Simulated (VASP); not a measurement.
SnSe2: single point with PBE

SnSe2, a sheet with vacuum:

```
CELL_PARAMETERS angstrom
5.26669 0.00000 0.00000
0.00000 5.26669 0.00000
0.00000 0.00000 23.80000
ATOMIC_POSITIONS crystal
Sn 0.00000 0.00000 0.29412
Se 0.00000 0.50000 0.29412
Se 0.50000 0.00000 0.29412
```

The cell was built from a structure type or drawn by symmetry, and may not be a known phase.

| Quantity | Value |
| --- | --- |
| Program | VASP 6.6.1 |
| Task | single point |
| Functional | PBE |
| Potentials or basis | VASP PAW PBE potentials, release 64 (Sn_d, Se) |
| Cutoff | 520 eV |
| k mesh | 10 × 10 × 1 |
| Occupations | gaussian, width 0.1 eV |
| Spin | no spin polarisation |

* Band gap on the k mesh: zero (bands 13 and 14 overlap by 0.89 eV)

Levels at points of the mesh, in eV from the Fermi level:
```tsv
k point	band 11	band 12	band 13	band 14	band 15	band 16
(0.00, 0.00, 0.00)	-2.21	-0.35	-0.24	-0.24	3.22	4.35
(0.50, 0.00, 0.00)	-1.16	-0.92	-0.87	1.44	2.22	3.62
(0.50, 0.50, 0.00)	-0.86	-0.68	0.63	0.77	2.81	2.81
```

Wall time 4.2 min on 1 thread of Intel(R) Xeon(R) 6975P-C (Granite Rapids) (shared host), peak memory 0.73 GiB.

Caveat: spin-orbit coupling is left out, which moves the levels of the heavy elements.
